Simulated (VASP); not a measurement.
# Nb (Fm-3m) in VASP: notebook

Nb is run at these levels: r2SCAN; tasks: single point.

Everything below comes from runs of VASP 6.6.1. Logs are shortened: lines on timing, memory, paths and dates and some standing lists are left out, and cuts for length are marked.

### Step 1. The cell of the first run

It takes space group Fm-3m (No. 225, cubic). Conventional cell: a = 4.270 Å, b = 4.270 Å, c = 4.270 Å, α = 90.00°, β = 90.00°, γ = 90.00°. Within 4.0 Å of Nb (site symmetry m-3m) lie 12 Nb at 3.02 Å.

This isn't the form of Nb at room conditions, which is bcc.

### Step 2. Single point, r2SCAN (19.46 Å³/atom)

POSCAR

```
Nb
1.0
    0.0000000000      2.1350097699      2.1350097699
    2.1350097699      0.0000000000      2.1350097699
    2.1350097699      2.1350097699      0.0000000000
Nb
1
Direct
    0.0000000000      0.0000000000      0.0000000000
```

INCAR.step1

```
SYSTEM = Nb
PREC     = Accurate       ! precision mode
ENCUT    = 520            ! plane-wave cutoff, eV
ISMEAR   = -1             ! smearing method
SIGMA    = 0.1            ! smearing width, eV
LREAL    = .False.        ! projectors in reciprocal space
LASPH    = .True.         ! aspherical terms in the spheres
NELM     = 60             ! most SCF steps
NBANDS   = 12             ! bands
GGA      = PE             ! functional
ALGO     = Normal         ! electronic algorithm
EDIFF    = 1E-4           ! SCF threshold, eV
LWAVE    = .True.         ! write WAVECAR
LCHARG   = .False.        ! write CHGCAR
```

INCAR.step2

```
SYSTEM = Nb
PREC     = Accurate       ! precision mode
ENCUT    = 520            ! plane-wave cutoff, eV
EDIFF    = 1E-7           ! SCF threshold, eV
ISMEAR   = -1             ! smearing method
SIGMA    = 0.1            ! smearing width, eV
LREAL    = .False.        ! projectors in reciprocal space
LASPH    = .True.         ! aspherical terms in the spheres
NELM     = 60             ! most SCF steps
ALGO     = Normal         ! electronic algorithm
ISIF     = 2              ! what is computed and relaxed
LWAVE    = .False.        ! write WAVECAR
LCHARG   = .False.        ! write CHGCAR
METAGGA  = R2SCAN         ! meta-GGA
LMIXTAU  = .True.       
NBANDS   = 12             ! bands
ISTART   = 1
```

KPOINTS

```
Automatic mesh
0
Gamma
  14 14 14
  0 0 0
```

Potentials or basis: VASP PAW PBE potentials, release 64 (Nb_sv).

Started as:

```
$ cat potpaw_PBE.64/Nb_sv/POTCAR > POTCAR
$ cp INCAR.step1 INCAR
$ mpirun -np 1 vasp_std > vasp.out
$ cp INCAR.step2 INCAR
$ mpirun -np 1 vasp_std > vasp.out
```

OUTCAR:

```text
SYSTEM = Nb
   PREC = Accurate
   ENCUT = 520
   EDIFF = 1E-7
   ISMEAR = -1
   LREAL = .False.
   LASPH = .True.
   NELM = 60
   ISIF = 2
   METAGGA = R2SCAN
   ISTART = 1

 ion  position               nearest neighbor table
   1  0.000  0.000  0.000-

  LATTYP: Found a face centered cubic cell.
 ALAT       =     4.2700195398

  Lattice vectors:

 A1 = (   0.0000000000,   2.1350097699,   2.1350097699)
 A2 = (   2.1350097699,   0.0000000000,   2.1350097699)
 A3 = (   2.1350097699,   2.1350097699,   0.0000000000)

Analysis of symmetry for initial positions (statically):
=====================================================================
 Subroutine PRICEL returns:
 Original cell was already a primitive cell.

 Routine SETGRP: Setting up the symmetry group for a
 face centered cubic supercell.

 Subroutine GETGRP returns: Found 48 space group operations
 (whereof 48 operations were pure point group operations)
 out of a pool of 48 trial point group operations.

The static configuration has the point symmetry O_h .

Analysis of symmetry for dynamics (positions and initial velocities):
=====================================================================
 Subroutine PRICEL returns:
 Original cell was already a primitive cell.

 Routine SETGRP: Setting up the symmetry group for a
 face centered cubic supercell.

 Subroutine GETGRP returns: Found 48 space group operations
 (whereof 48 operations were pure point group operations)
 out of a pool of 48 trial point group operations.

The dynamic configuration has the point symmetry O_h .

 Subroutine INISYM returns: Found 48 space group operations
 (whereof 48 operations are pure point group operations),
 and found     1 'primitive' translations

----------------------------------------------------------------------------------------

                                     Primitive cell

  volume of cell :      19.4639

  direct lattice vectors                    reciprocal lattice vectors
     0.000000000  2.135009770  2.135009770    -0.234190966  0.234190966  0.234190966
     2.135009770  0.000000000  2.135009770     0.234190966 -0.234190966  0.234190966
     2.135009770  2.135009770  0.000000000     0.234190966  0.234190966 -0.234190966

  length of vectors
     3.019359772  3.019359772  3.019359772     0.405630651  0.405630651  0.405630651

  position of ions in fractional coordinates (direct lattice)
     0.000000000  0.000000000  0.000000000

  ion indices of the primitive-cell ions
   primitive index   ion index
                 1           1

----------------------------------------------------------------------------------------

 KPOINTS: Automatic mesh

Automatic generation of k-mesh.
 Grid dimensions read from file:
 generate k-points for:   14   14   14

 Generating k-lattice:

  Cartesian coordinates                     Fractional coordinates (reciprocal lattice)
    -0.016727926  0.016727926  0.016727926     0.071428571  0.000000000  0.000000000
     0.016727926 -0.016727926  0.016727926     0.000000000  0.071428571  0.000000000
     0.016727926  0.016727926 -0.016727926     0.000000000  0.000000000  0.071428571

  Length of vectors
     0.028973618  0.028973618  0.028973618

  Shift w.r.t. Gamma in fractional coordinates (k-lattice)
     0.000000000  0.000000000  0.000000000

 Subroutine IBZKPT returns following result:
 ===========================================

 Found    104 irreducible k-points:

 Following reciprocal coordinates:
            Coordinates               Weight
  0.000000  0.000000  0.000000      1.000000
  0.071429  0.000000  0.000000      8.000000
  0.142857  0.000000  0.000000      8.000000
  0.214286  0.000000  0.000000      8.000000
  0.285714  0.000000  0.000000      8.000000
  0.357143  0.000000  0.000000      8.000000
[... 16 lines left out ...]
  0.214286  0.142857  0.000000     24.000000
  0.285714  0.142857  0.000000     24.000000
 [... further k-points ...]
   k-points           NKPTS =    104   k-points in BZ     NKDIM =    104   number of bands    NBANDS=     12
   number of dos      NEDOS =    301   number of ions     NIONS =      1
   total plane-waves  NPLWV =  13824
   dimension x,y,z NGX =    24 NGY =   24 NGZ =   24
   dimension x,y,z NGXF=    48 NGYF=   48 NGZF=   48
   ions per type =               1
   NGX,Y,Z   is equivalent  to a cutoff of  13.21, 13.21, 13.21 a.u.
   NGXF,Y,Z  is equivalent  to a cutoff of  26.43, 26.43, 26.43 a.u.
 SYSTEM =  Nb
   PREC   = accura    normal or accurate (medium, high low for compatibility)
   ISTART =      1    job   : 0-new  1-cont  2-samecut
   ICHARG =      0    charge: 1-file 2-atom 10-const
   ISPIN  =      1    spin polarized calculation?
   LNONCOLLINEAR =      F non collinear calculations
   LSORBIT =      F    spin-orbit coupling
   LASPH  =      T    aspherical Exc in radial PAW
   ENCUT  =  520.0 eV  38.22 Ry    6.18 a.u.   5.61  5.61  5.61*2*pi/ulx,y,z
   NELM   =     60;   NELMIN=  2; NELMDL=  0     # of ELM steps
   EDIFF  = 0.1E-06   stopping-criterion for ELM
   LREAL  =      F    real-space projection
   EDIFFG = 0.1E-05   stopping-criterion for IOM
   NSW    =      0    number of steps for IOM
   IBRION =     -1    ionic relax: 0-MD 1-quasi-New 2-CG
   NFREE  =      0    steps in history (QN), initial steepest desc. (CG)
   ISIF   =      2    stress and relaxation
   ISYM   =      2    0-nonsym 1-usesym 2-fastsym
   POTIM  = 0.5000    time-step for ionic-motion
   TEBEG  =    0.0;   TEEND  =   0.0 temperature during run
   PSTRESS=    0.0 pullay stress
   NELECT =      13.0000    total number of electrons
   NUPDOWN=      -1.0000    fix difference up-down
   EMIN   =  10.00;   EMAX   =-10.00  energy-range for DOS
   EFERMI =   0.00;   METHOD = LEGACY
   ISMEAR =    -1;   SIGMA  =   0.10  broadening in eV -4-tet -1-fermi 0-gaus
   EFERMI_NEDOS =   21; number of points for ismear=-14 and -15
   IALGO  =     38    algorithm
   IMIX   =      4    mixing-type and parameters
     AMIX     =   0.40;   BMIX     =  1.00
     AMIX_MAG =   1.60;   BMIX_MAG =  1.00
  volume/ion in A,a.u.               =      19.46       131.35
  Fermi-wavevector in a.u.,A,eV,Ry     =   1.431021  2.704238 27.862307  2.047822
  Thomas-Fermi vector in A             =   2.550803
   LORBIT       =      0    0 simple, 1 ext, 2 COOP (PROOUT), +10 PAW based schemes
   METAGGA = R2SCAN    functional components
   LHFCALC =     F    Hartree Fock is set to
   AEXX    =    0.0000 exact exchange contribution
   IVDW    =     0    specifies the selected vdW correction
   LEPSILON=     F    determine dielectric tensor
   LRPA    =     F    only Hartree local field effects (RPA)
 non-spin polarized calculation
  energy-cutoff  :      520.00
  volume of cell :       19.46
 maximum number of plane-waves:       544
   NGX = 11   NGY = 11   NGZ = 11

 number of electron      12.9999999 magnetization

 Free energy of the ion-electron system (eV)
  ---------------------------------------------------
  ext. energy  EPLUGINS =         0.00000000
  ---------------------------------------------------
  free energy    TOTEN  =       -24.51847053 eV

  energy without entropy =      -24.47167267  energy(sigma->0) =      -24.49507160

 E-fermi :  10.4694     XC(G=0): -13.1752

 val. band max:       10.4688837786   @ k =   0.0714   0.0000   0.0000
 cond. band min:      10.4830718658   @ k =   0.3571   0.2143   0.0714
 fundamental gap:      0.0141880872
 Fermi energy:        10.4693983321

 k-point     1 :       0.0000    0.0000    0.0000
  band No.  band energies     occupation
      1     -46.2144      2.00000
      2     -20.9141      2.00000
      3     -20.9141      2.00000
      4     -20.9141      2.00000
      5       3.9453      2.00000
      6      10.6220      0.35708
      7      10.6220      0.35708
      8      10.6220      0.35708
      9      13.3154      0.00000
     10      13.3154      0.00000
     11      22.6639      0.00000
     12      27.7372      0.00000

 k-point     2 :       0.0714    0.0000    0.0000
  band No.  band energies     occupation
      1     -46.2055      2.00000
      2     -20.9734      2.00000
      3     -20.9214      2.00000
      4     -20.9214      2.00000
      5       4.1363      2.00000
      6      10.4689      1.00257
      7      10.7085      0.16774
      8      10.7085      0.16774
      9      13.2395      0.00000
     10      13.2395      0.00000
     11      23.0477      0.00000
     12      26.8865      0.00000

 k-point     3 :       0.1429    0.0000    0.0000
  band No.  band energies     occupation
      1     -46.1806      2.00000
      2     -21.1375      2.00000
      3     -20.9419      2.00000
      4     -20.9419      2.00000
      5       4.6721      2.00000
      6      10.1095      1.94677
      7      10.9109      0.02390
      8      10.9109      0.02390
      9      13.1039      0.00000
     10      13.1039      0.00000
     11      23.9795      0.00000
     12      25.4927      0.00000
[... 286 lines left out ...]
 k-point    23 :       0.2143    0.1429    0.0000
  band No.  band energies     occupation
      1     -46.1422      2.00000
      2     -21.2814      2.00000
      3     -21.0282      2.00000
      4     -21.0194      2.00000
      5       5.4868      2.00000
      6       9.3408      1.99997
      7      11.3008      0.00049
      8      11.4944      0.00007
      9      12.1402      0.00000
     10      13.7853      0.00000
     11      25.4887      0.00000
     12      25.8045      0.00000

 k-point    24 :       0.2857    0.1429    0.0000
  band No.  band energies     occupation
      1     -46.1069      2.00000
      2     -21.4862      2.00000
      3     -21.0651      2.00000
      4     -21.0543      2.00000
      5       6.2112      2.00000
      6       9.0832      2.00000
      7      10.8564      0.04088
      8      11.6125      0.00002
      9      12.8038      0.00000
     10      14.1163      0.00000
     11      24.4400      0.00000
     12      26.5412      0.00000

 [... further k-points ...]
[... 5 lines left out ...]
  --------------------------------------------------------------------------------------
  -------------------------------------------------------------------------------------
  Total       -0.7814667     -0.7814667     -0.7814667     -0.0000000      0.0000000     -0.0000000
  in kB      -64.3267268    -64.3267268    -64.3267268     -0.0000000      0.0000000     -0.0000000
  external PRESSURE =     -64.3267268 kB  Pullay stress =       0.0000000 kB

 VOLUME and BASIS-vectors are now :
 -----------------------------------------------------------------------------
  energy-cutoff  :      520.00
  volume of cell :       19.46
      direct lattice vectors                 reciprocal lattice vectors
     0.000000000  2.135009770  2.135009770    -0.234190966  0.234190966  0.234190966
     2.135009770  0.000000000  2.135009770     0.234190966 -0.234190966  0.234190966
     2.135009770  2.135009770  0.000000000     0.234190966  0.234190966 -0.234190966

 POSITION                                       TOTAL-FORCE (eV/Angst)
 -----------------------------------------------------------------------------------
      0.00000      0.00000      0.00000        -0.000000     -0.000000      0.000000
 -----------------------------------------------------------------------------------
    total drift:                               -0.000000      0.000000      0.000000

  FREE ENERGIE OF THE ION-ELECTRON SYSTEM (eV)
  ---------------------------------------------------
  free  energy   TOTEN  =       -24.5184705305 eV

  energy  without entropy=      -24.4716726710  energy(sigma->0) =      -24.49507160
```

Run time: 2 min. Hardware: 1 thread of Intel Xeon 8259CL, shared host; peak memory 0.16 GiB.

Results:

| Property | Result |
| --- | --- |
| Free energy | -24.5185 eV |
| Pressure | -6.4 GPa |
| Band gap on the k mesh | zero (an odd number of electrons rules out a gap without spin polarisation) |

Caveat: the cell stands under tension; the PAW data sets were made with another functional, which shifts forces and pressure a little.

### Step 3. Single point, r2SCAN (20.21 Å³/atom)

This run uses another cell than the first one, of 20.21 Å³/atom.

POSCAR

```
Nb
1.0
    0.0000000000      2.1620380793      2.1620380793
    2.1620380793      0.0000000000      2.1620380793
    2.1620380793      2.1620380793      0.0000000000
Nb
1
Direct
    0.0000000000      0.0000000000      0.0000000000
```

INCAR.step1

```
SYSTEM = Nb
ALGO = Normal
EDIFF = 1E-4
ENCUT = 520
GGA = PE
ISMEAR = -1
LASPH = .TRUE.
LCHARG = .FALSE.
LREAL = .FALSE.
LWAVE = .TRUE.
NBANDS = 12
NELM = 100
PREC = Accurate
SIGMA = 0.1
```

INCAR.step2

```
SYSTEM = Nb
ALGO = Normal
EDIFF = 1E-6
ENCUT = 520
ISIF = 2
ISMEAR = -1
ISTART = 1
LASPH = .TRUE.
LCHARG = .FALSE.
LMIXTAU = .TRUE.
LREAL = .FALSE.
LWAVE = .FALSE.
METAGGA = R2SCAN
NBANDS = 12
NELM = 100
PREC = Accurate
SIGMA = 0.1
```

KPOINTS

```
k-points
0
G
  14 14 14
  0 0 0
```

Potentials or basis: VASP PAW PBE potentials, release 64 (Nb_sv).

Started as:

```
$ cat potpaw_PBE.64/Nb_sv/POTCAR > POTCAR
$ cp INCAR.step1 INCAR
$ mpirun -np 1 vasp_std > vasp.out
$ cp INCAR.step2 INCAR
$ mpirun -np 1 vasp_std > vasp.out
```

Wall time 95 s (1 thread of Intel Xeon 8259CL, shared host); peak memory 0.16 GiB.

Results (log left out):

* Free energy: -24.4765 eV
* Pressure: -11.5 GPa
* Band gap on the k mesh: zero (an odd number of electrons rules out a gap without spin polarisation)

Levels at points of the mesh, in eV from the Fermi level:
```csv
k point,band 2,band 3,band 4,band 5,band 6,band 7,band 8,band 9,band 10,band 11
"(0.00, 0.00, 0.00)",-31.50,-31.50,-31.50,-6.43,0.17,0.17,0.17,2.73,2.73,12.15
"(0.50, 0.00, 0.00)",-32.50,-31.63,-31.63,-3.78,0.06,0.06,0.99,4.47,4.47,9.99
"(0.50, 0.50, 0.00)",-32.44,-31.86,-31.86,-3.83,-3.17,3.20,4.52,4.92,4.92,11.24
```

Caveat: the cell stands under tension; the PAW data sets were made with another functional, which shifts forces and pressure a little.

### Step 4. Single point, r2SCAN (20.96 Å³/atom)

This run uses another cell than the first one, of 20.96 Å³/atom.

POSCAR

```
Nb
1.0
    0.0000000000      2.1884069962      2.1884069962
    2.1884069962      0.0000000000      2.1884069962
    2.1884069962      2.1884069962      0.0000000000
Nb
1
Direct
    0.0000000000      0.0000000000      0.0000000000
```

INCAR.step1

```
SYSTEM = Nb
  PREC = Accurate
  ENCUT = 520
  ISMEAR = -1
  SIGMA = 0.1
  LREAL = .FALSE.
  LASPH = .TRUE.
  NELM = 60
  NBANDS = 12
  GGA = PE
  ALGO = Normal
  EDIFF = 1E-4
  LWAVE = .TRUE.
  LCHARG = .FALSE.
```

INCAR.step2

```
SYSTEM = Nb
  PREC = Accurate
  ENCUT = 520
  EDIFF = 1E-7
  ISMEAR = -1
  SIGMA = 0.1
  LREAL = .FALSE.
  LASPH = .TRUE.
  NELM = 60
  ALGO = Normal
  ISIF = 2
  LWAVE = .FALSE.
  LCHARG = .TRUE.
  METAGGA = R2SCAN
  LMIXTAU = .TRUE.
  LELF = .TRUE.
  LVHAR = .TRUE.
  NBANDS = 12
  ISTART = 1
```

KPOINTS

```
regular mesh
0
G
  14 14 14
  0 0 0
```

Started as:

```
$ cat potpaw_PBE.64/Nb_sv/POTCAR > POTCAR
$ cp INCAR.step1 INCAR
$ mpirun -np 1 vasp_std > vasp.out
$ cp INCAR.step2 INCAR
$ mpirun -np 1 vasp_std > vasp.out
```

Wall time 2 min (1 thread of Intel Xeon 8259CL, shared host); peak memory 0.16 GiB.

Results (log left out):

| Property | Result |
| --- | --- |
| Free energy | -24.4127 eV |
| Pressure | -15.8 GPa |
| Band gap on the k mesh | zero (an odd number of electrons rules out a gap without spin polarisation) |

Levels at points of the mesh, in eV from the Fermi level:
```csv
k point,band 3,band 4,band 5,band 6,band 7,band 8,band 9,band 10
"(0.00, 0.00, 0.00)",-31.62,-31.62,-6.33,0.18,0.18,0.18,2.62,2.62
"(0.50, 0.00, 0.00)",-31.73,-31.73,-3.65,0.09,0.09,0.88,4.26,4.26
"(0.50, 0.50, 0.00)",-31.93,-31.93,-3.65,-3.01,3.01,4.32,4.69,4.69
```

Caveat: the cell stands under tension; the PAW data sets were made with another functional, which shifts forces and pressure a little.

### Step 5. Overview

```tsv
cell	gap on the mesh (eV)	pressure (GPa)
a = 3.019 Å, angles 60.0°, 1 atom	none	-6.4
a = 3.058 Å, angles 60.0°, 1 atom	none	-11.5
a = 3.095 Å, angles 60.0°, 1 atom	none	-15.8
```

Alike in all rows: task single point; level r2SCAN; potentials or basis VASP PAW PBE potentials, release 64 (Nb_sv); no spin polarisation; k mesh 14 × 14 × 14; cutoff (eV) 520; smearing fermi-dirac 0.1 eV.

Caveats: the cell stands under tension; the PAW data sets were made with another functional, which shifts forces and pressure a little.

Total energies depend on the potentials used, so only differences within one code and one set of settings carry meaning.
